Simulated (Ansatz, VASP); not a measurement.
**MoS2: VASP beside Ansatz**

```
Mo S
1.0
     1.53715    0.88747    6.86160
    -1.53715    0.88747    6.86160
     0.00000   -1.77495    6.86160
Mo S
1 2
Direct
  0.00002 0.00002 0.00002
  0.75354 0.75354 0.75354
  0.57975 0.57975 0.57975
```

Alike in both runs: task single point; functional PBE; dispersion D3(BJ); k mesh 12 × 12 × 12; occupations gaussian, width 0.05 eV; no spin polarisation.

|  | VASP | Ansatz |
| --- | --- | --- |
| version | VASP 6.6.1 | Ansatz 0.2.0 |
| potentials or method | VASP PAW PBE potentials, release 64 (Mo_sv, S), cutoff 520 eV | scalar-relativistic, plane waves, PAW |
| valence electrons in the cell | 26 | 26 |

Ansatz gave:

```
gap on the k mesh at the Fermi level (eV)                     : 0.81
least direct gap on the mesh (eV)                             : 1.41
pressure (GPa)                                                : -11.7
traceless stress, the component that is largest in VASP (GPa) : -18.94
rms of the force components (eV/Å)                            : 1.319
```

Question: Estimate VASP's values.

Answer: gap on the k mesh at the Fermi level (eV): 0.81; least direct gap on the mesh (eV): 1.41; pressure (GPa): -11.7; traceless stress, the component that is largest in VASP (GPa): -18.99; rms of the force components (eV/Å): 1.322.

Atom by atom the forces differ by 0.003 eV/Å (rms over components).
